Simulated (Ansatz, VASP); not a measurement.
## Two plane-wave programs on WI2O2

```
W I O
1.0
    -1.87420    1.95245    8.31415
     1.87420   -1.95245    8.31415
     1.87420    1.95245   -8.31415
W I O
1 2 2
Direct
  0.00000 0.00000 0.00000
  0.16072 0.16072 0.00000
  0.83928 0.83928 0.00000
  0.50000 0.00000 0.50000
  0.00000 0.50000 0.50000
```

Alike in both runs: task electric field gradients; functional PBE; k mesh 8 × 8 × 8; occupations fermi-dirac, width 0.02 eV; no spin polarisation.

|  | VASP | Ansatz |
| --- | --- | --- |
| version | VASP 6.6.1 | Ansatz 0.2.0 |
| potentials or method | VASP PAW PBE potentials, release 64 (W_sv, I, O) | plane-wave PAW, scalar-relativistic |
| plane-wave cutoff (eV) | 520 | 420 |
| valence electrons in the cell | 40 | 60 |

|  | VASP | Ansatz | Ansatz less VASP |
| --- | --- | --- | --- |
| pressure (GPa) | 2.4 | 1.9 | -0.47 |
| traceless stress, the component that is largest in VASP (GPa) | -6.81 | -6.96 | -0.148 |
| rms of the force components (eV/Å) | 0.137 | 0.137 | -0.0006 |
| size of Vzz on the site where it differs most (V/Å²) | 471.1 | 455.4 | -15.65 |

Atom by atom the forces differ by 0.001 eV/Å (rms over components). One of these differences is far larger than is usual between the two programs; its cause wasn't traced. With one functional, cell and mesh, what is left measures potentials, basis and numerics. VASP's potentials hold 40 valence electrons a cell and Ansatz's 60, so a difference there can come from the potentials and not from the codes.

Spin-orbit coupling is off throughout.
